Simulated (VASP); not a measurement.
# GaN (P3m1) in VASP: further runs

GaN is run at these levels: PBE; tasks: single point.

All numbers are computed with VASP 6.6.1; they aren't measurements. Logs are shortened: lines on timing, memory, paths and dates and some standing lists are left out, and cuts for length are marked.

## 1. The cell of the first run

It takes space group P3m1 (No. 156, trigonal). The conventional cell has a = 3.218 Å, b = 3.218 Å, c = 5.243 Å, α = 90.00°, β = 90.00°, γ = 120.00°. Ga (site symmetry 3m) has 4 N at 1.93 to 1.99 Å within 2.6 Å. Within 2.6 Å of Ga (site symmetry 3m) lie 4 N at 1.95 to 2.02 Å. Within 2.6 Å of N (site symmetry 3m) lie 4 Ga at 1.93 to 1.95 Å. Within 2.6 Å of N (site symmetry 3m) lie 4 Ga at 1.99 to 2.02 Å.

## 2. Single point, PBE (mode 6 (319.1 1/cm) frozen in, largest displacement +0.050 Å)

INCAR

```
PREC = Accurate
ENCUT = 520
EDIFF = 1E-6
ISMEAR = 0
SIGMA = 0.05
LREAL = False
LASPH = True
NELM = 60
ALGO = Normal
ISIF = 2
LWAVE = False
LCHARG = False
GGA = PE
NBANDS = 26
```

KPOINTS

```
Automatic mesh
0
Gamma
  12 12 6
```

POSCAR

```
GaN
1.0
    3.2184289119      0.0000000000      0.0000000000
   -1.6092144560      2.7872411979      0.0000000000
    0.0000000000      0.0000000000      5.2430304311
Ga N
2 2
Direct
    0.3333333333      0.6666666667      1.0086681562
    0.6666666667      0.3333333333      0.4895952172
    0.3333333333      0.6666666667      0.3767251760
    0.6666666667      0.3333333333      0.8750114506
```

Potentials or basis: VASP PAW PBE potentials, release 64 (Ga_d, N).

Started as:

```console
$ cat potpaw_PBE.64/Ga_d/POTCAR potpaw_PBE.64/N/POTCAR > POTCAR
$ mpirun -np 1 vasp_std > vasp.out
```

OUTCAR:

```text
PREC = Accurate
   ENCUT = 520
   EDIFF = 1E-6
   ISMEAR = 0
   LREAL = False
   LASPH = True
   NELM = 60
   ISIF = 2
   GGA = PE

 ion  position               nearest neighbor table
   1  0.333  0.667  0.009-   3 1.93   4 1.99   4 1.99   4 1.99
   2  0.667  0.333  0.490-   3 1.95   3 1.95   3 1.95   4 2.02
   3  0.333  0.667  0.377-   1 1.93   2 1.95   2 1.95   2 1.95
   4  0.667  0.333  0.875-   1 1.99   1 1.99   1 1.99   2 2.02

  LATTYP: Found a hexagonal cell.
 ALAT       =     3.2184289119
 C/A-ratio  =     1.6290651665

  Lattice vectors:

 A1 = (   3.2184289119,   0.0000000000,   0.0000000000)
 A2 = (  -1.6092144560,   2.7872411979,   0.0000000000)
 A3 = (   0.0000000000,   0.0000000000,   5.2430304311)

Analysis of symmetry for initial positions (statically):
=====================================================================
 Subroutine PRICEL returns:
 Original cell was already a primitive cell.

 Routine SETGRP: Setting up the symmetry group for a
 hexagonal supercell.

 Subroutine GETGRP returns: Found  6 space group operations
 (whereof  6 operations were pure point group operations)
 out of a pool of 24 trial point group operations.

The static configuration has the point symmetry C_3v.

Analysis of symmetry for dynamics (positions and initial velocities):
=====================================================================
 Subroutine PRICEL returns:
 Original cell was already a primitive cell.

 Routine SETGRP: Setting up the symmetry group for a
 hexagonal supercell.

 Subroutine GETGRP returns: Found  6 space group operations
 (whereof  6 operations were pure point group operations)
 out of a pool of 24 trial point group operations.

The dynamic configuration has the point symmetry C_3v.

 Subroutine INISYM returns: Found  6 space group operations
 (whereof  6 operations are pure point group operations),
 and found     1 'primitive' translations

----------------------------------------------------------------------------------------

                                     Primitive cell

  volume of cell :      47.0328

  direct lattice vectors                    reciprocal lattice vectors
     3.218428912  0.000000000  0.000000000     0.310710607  0.179388852  0.000000000
    -1.609214456  2.787241198  0.000000000     0.000000000  0.358777705  0.000000000
     0.000000000  0.000000000  5.243030431     0.000000000  0.000000000  0.190729391

  length of vectors
     3.218428912  3.218428912  5.243030431     0.358777705  0.358777705  0.190729391

  position of ions in fractional coordinates (direct lattice)
     0.333333333  0.666666667  0.008668156
     0.666666667  0.333333333  0.489595217
     0.333333333  0.666666667  0.376725176
     0.666666667  0.333333333  0.875011451

  ion indices of the primitive-cell ions
   primitive index   ion index
                 1           1
                 2           2
                 3           3
                 4           4

----------------------------------------------------------------------------------------

 KPOINTS: Automatic mesh

Automatic generation of k-mesh.
 Grid dimensions read from file:
 generate k-points for:   12   12    6

 Generating k-lattice:

  Cartesian coordinates                     Fractional coordinates (reciprocal lattice)
     0.025892551  0.014949071  0.000000000     0.083333333  0.000000000  0.000000000
     0.000000000  0.029898142  0.000000000     0.000000000  0.083333333  0.000000000
     0.000000000  0.000000000  0.031788232     0.000000000  0.000000000  0.166666667

  Length of vectors
     0.029898142  0.029898142  0.031788232

  Shift w.r.t. Gamma in fractional coordinates (k-lattice)
     0.000000000  0.000000000  0.000000000

 Subroutine IBZKPT returns following result:
 ===========================================

 Found    100 irreducible k-points:

 Following reciprocal coordinates:
            Coordinates               Weight
  0.000000  0.000000  0.000000      1.000000
  0.083333  0.000000  0.000000      6.000000
  0.166667  0.000000  0.000000      6.000000
  0.250000  0.000000  0.000000      6.000000
  0.333333  0.000000  0.000000      6.000000
  0.416667  0.000000  0.000000      6.000000
[... 16 lines left out ...]
  0.166667  0.000000  0.166667      6.000000
  0.000000  0.166667  0.166667      6.000000
 [... further k-points ...]
   k-points           NKPTS =    100   k-points in BZ     NKDIM =    100   number of bands    NBANDS=     26
   number of dos      NEDOS =    301   number of ions     NIONS =      4
   total plane-waves  NPLWV =  23040
   dimension x,y,z NGX =    24 NGY =   24 NGZ =   40
   dimension x,y,z NGXF=    48 NGYF=   48 NGZF=   80
   ions per type =               2   2
   NGX,Y,Z   is equivalent  to a cutoff of  12.40, 12.40, 12.68 a.u.
   NGXF,Y,Z  is equivalent  to a cutoff of  24.79, 24.79, 25.37 a.u.
 SYSTEM =  unknown system
   PREC   = accura    normal or accurate (medium, high low for compatibility)
   ISTART =      0    job   : 0-new  1-cont  2-samecut
   ICHARG =      2    charge: 1-file 2-atom 10-const
   ISPIN  =      1    spin polarized calculation?
   LNONCOLLINEAR =      F non collinear calculations
   LSORBIT =      F    spin-orbit coupling
   LASPH  =      T    aspherical Exc in radial PAW
   ENCUT  =  520.0 eV  38.22 Ry    6.18 a.u.   5.98  5.98  9.75*2*pi/ulx,y,z
   NELM   =     60;   NELMIN=  2; NELMDL= -5     # of ELM steps
   EDIFF  = 0.1E-05   stopping-criterion for ELM
   LREAL  =      F    real-space projection
   EDIFFG = 0.1E-04   stopping-criterion for IOM
   NSW    =      0    number of steps for IOM
   IBRION =     -1    ionic relax: 0-MD 1-quasi-New 2-CG
   NFREE  =      0    steps in history (QN), initial steepest desc. (CG)
   ISIF   =      2    stress and relaxation
   ISYM   =      2    0-nonsym 1-usesym 2-fastsym
   POTIM  = 0.5000    time-step for ionic-motion
   TEBEG  =    0.0;   TEEND  =   0.0 temperature during run
   PSTRESS=    0.0 pullay stress
   NELECT =      36.0000    total number of electrons
   NUPDOWN=      -1.0000    fix difference up-down
   EMIN   =  10.00;   EMAX   =-10.00  energy-range for DOS
   EFERMI =   0.00;   METHOD = LEGACY
   ISMEAR =     0;   SIGMA  =   0.05  broadening in eV -4-tet -1-fermi 0-gaus
   EFERMI_NEDOS =   21; number of points for ismear=-14 and -15
   IALGO  =     38    algorithm
   IMIX   =      4    mixing-type and parameters
     AMIX     =   0.40;   BMIX     =  1.00
     AMIX_MAG =   1.60;   BMIX_MAG =  1.00
  volume/ion in A,a.u.               =      11.76        79.35
  Fermi-wavevector in a.u.,A,eV,Ry     =   1.497529  2.829920 30.512351  2.242595
  Thomas-Fermi vector in A             =   2.609406
   LORBIT       =      0    0 simple, 1 ext, 2 COOP (PROOUT), +10 PAW based schemes
   GGA     = PE    functional components
   LHFCALC =     F    Hartree Fock is set to
   AEXX    =    0.0000 exact exchange contribution
   IVDW    =     0    specifies the selected vdW correction
   LEPSILON=     F    determine dielectric tensor
   LRPA    =     F    only Hartree local field effects (RPA)
 non-spin polarized calculation
 Gauss-broadening in eV      SIGMA  =   0.05
  energy-cutoff  :      520.00
  volume of cell :       47.03
 maximum number of plane-waves:      1290
   NGX = 11   NGY = 11   NGZ = 19

 number of electron      35.9999977 magnetization

 Free energy of the ion-electron system (eV)
  ---------------------------------------------------
  ext. energy  EPLUGINS =         0.00000000
  ---------------------------------------------------
  free energy    TOTEN  =       -24.26245189 eV

  energy without entropy =      -24.26245189  energy(sigma->0) =      -24.26245189

 E-fermi :   5.3945     XC(G=0): -11.5151

 val. band max:        5.1051419476   @ k =   0.0000   0.0000   0.0000
 cond. band min:       6.6918137176   @ k =   0.0000   0.0000   0.0000
 fundamental gap:      1.5866717700
 Fermi energy:         5.3945182626

 k-point     1 :       0.0000    0.0000    0.0000
  band No.  band energies     occupation
      1     -10.8726      2.00000
      2      -9.7948      2.00000
      3      -8.5442      2.00000
      4      -8.5442      2.00000
      5      -8.4327      2.00000
      6      -8.2930      2.00000
[... 18 lines left out ...]
     25      16.4905      0.00000
     26      16.4905      0.00000

 k-point     2 :       0.0833    0.0000    0.0000
  band No.  band energies     occupation
      1     -10.8133      2.00000
      2      -9.7742      2.00000
      3      -8.5324      2.00000
      4      -8.5309      2.00000
      5      -8.4225      2.00000
      6      -8.2960      2.00000
[... 18 lines left out ...]
     25      16.1501      0.00000
     26      16.6288      0.00000

 k-point     3 :       0.1667    0.0000    0.0000
  band No.  band energies     occupation
      1     -10.6554      2.00000
      2      -9.7207      2.00000
      3      -8.5017      2.00000
      4      -8.4871      2.00000
      5      -8.3959      2.00000
      6      -8.3011      2.00000
[... 18 lines left out ...]
     25      16.1991      0.00000
     26      16.9555      0.00000

 k-point     4 :       0.2500    0.0000    0.0000
  band No.  band energies     occupation
      1     -10.4575      2.00000
      2      -9.6534      2.00000
      3      -8.4649      2.00000
      4      -8.4381      2.00000
      5      -8.3594      2.00000
      6      -8.2883      2.00000
[... 18 lines left out ...]
     25      16.3044      0.00000
     26      17.4178      0.00000
[... 496 lines left out ...]
      1     -10.7580      2.00000
      2      -9.7770      2.00000
      3      -8.5330      2.00000
      4      -8.5324      2.00000
      5      -8.4015      2.00000
      6      -8.2995      2.00000
[... 18 lines left out ...]
     25      16.0389      0.00000
     26      16.3652      0.00000

 k-point    23 :       0.1667    0.0000    0.1667
  band No.  band energies     occupation
      1     -10.6088      2.00000
      2      -9.7173      2.00000
      3      -8.5022      2.00000
      4      -8.4897      2.00000
      5      -8.3898      2.00000
      6      -8.2974      2.00000
[... 18 lines left out ...]
     25      15.7768      0.00000
     26      16.8403      0.00000

 k-point    24 :       0.0000    0.1667    0.1667
  band No.  band energies     occupation
      1     -10.6090      2.00000
      2      -9.7170      2.00000
      3      -8.5007      2.00000
      4      -8.4965      2.00000
      5      -8.3696      2.00000
      6      -8.3004      2.00000
[... 18 lines left out ...]
     25      15.8169      0.00000
     26      16.6927      0.00000

 [... further k-points ...]

------------------------ aborting loop because EDIFF is reached ----------------------------------------

  FORCE on cell =-STRESS in cart. coord.  units (eV):
  Direction    XX          YY          ZZ          XY          YZ          ZX
  --------------------------------------------------------------------------------------
  -------------------------------------------------------------------------------------
  Total        0.1158964      0.1158964      0.2018266     -0.0000000      0.0000000      0.0000000
  in kB        3.9480230      3.9480230      6.8752460     -0.0000000      0.0000000      0.0000000
  external PRESSURE =       4.9237640 kB  Pullay stress =       0.0000000 kB

 VOLUME and BASIS-vectors are now :
 -----------------------------------------------------------------------------
  energy-cutoff  :      520.00
  volume of cell :       47.03
      direct lattice vectors                 reciprocal lattice vectors
     3.218428912  0.000000000  0.000000000     0.310710607  0.179388852  0.000000000
    -1.609214456  2.787241198  0.000000000     0.000000000  0.358777705  0.000000000
     0.000000000  0.000000000  5.243030431     0.000000000  0.000000000  0.190729391

 POSITION                                       TOTAL-FORCE (eV/Angst)
 -----------------------------------------------------------------------------------
     -0.00000      1.85816      0.04545         0.000000     -0.000000     -1.384570
      1.60921      0.92908      2.56696        -0.000000     -0.000000      1.232282
     -0.00000      1.85816      1.97518         0.000000      0.000000      0.052371
      1.60921      0.92908      4.58771        -0.000000     -0.000000      0.099917
 -----------------------------------------------------------------------------------
    total drift:                               -0.000001     -0.000001      0.000063

  FREE ENERGIE OF THE ION-ELECTRON SYSTEM (eV)
  ---------------------------------------------------
  free  energy   TOTEN  =       -24.2624518867 eV

  energy  without entropy=      -24.2624518867  energy(sigma->0) =      -24.26245189
```

Wall time 2.2 min (1 thread of AMD EPYC 7R13, shared host); peak memory 0.2 GiB.

Results:

- Free energy: -24.2625 eV
- Pressure: 0.5 GPa
- Largest force: 1.385 eV/Å
- Band gap on the k mesh: 1.59 eV, direct

Forces in eV/Å, atoms in the order of the input:
```
Ga   0.000  0.000 -1.385
Ga   0.000  0.000  1.232
N    0.000  0.000  0.052
N    0.000  0.000  0.100
```

Caveat: the cell differs from its parent crystal (mode 6 (319.1 1/cm) frozen in, largest displacement +0.050 Å); forces of over 1 eV/Å act on the atoms, so gaps and moduli don't describe the material at rest.

(Part 1 of 2 ends here.)
